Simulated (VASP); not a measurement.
Here is a VASP 6.6.1 calculation.

Contents of INCAR:

```
PREC = Accurate ; ENCUT = 520
EDIFF = 1E-7 ; ISMEAR = 0
SIGMA = 0.15 ; LREAL = False
LASPH = True ; NELM = 100
ALGO = Normal ; ISIF = 2
LWAVE = False ; LCHARG = True
GGA = PE ; LELF = True
LVHAR = True ; NBANDS = 18
```

KPOINTS

```
regular mesh
0
Gamma
  18 18 18
```

File POSCAR:

```
Si2W
1.0
   -1.5703958534      1.5703958534      3.8258119981
    1.5703958534     -1.5703958534      3.8258119981
    1.5703958534      1.5703958534     -3.8258119981
Si W
2 1
Direct
    0.3345726944      0.3345726944      0.0000000000
    0.6654273056      0.6654273056      0.0000000000
    0.0000000000      0.0000000000      0.0000000000
```

Potentials or basis: VASP PAW PBE potentials, release 64 (Si, W_sv).

The run is started by

```console
$ cat potpaw_PBE.64/Si/POTCAR potpaw_PBE.64/W_sv/POTCAR > POTCAR
$ mpirun -np 1 vasp_std > vasp.out
```

Q: Estimate the pressure.

A: 22.3 GPa.

Q: Estimate the largest force.

A: 0.245 eV/Å.

Q: Predict the band gap on the k mesh.

A: Zero (bands 11 and 12 overlap by 1.39 eV).

Forces in eV/Å, atoms in the order of the input:
```
Si   0.000  0.000 -0.245
Si   0.000  0.000  0.245
W    0.000  0.000  0.000
```

Caveat: the cell stands under pressure; spin-orbit coupling is left out, which moves the levels of the heavy elements.
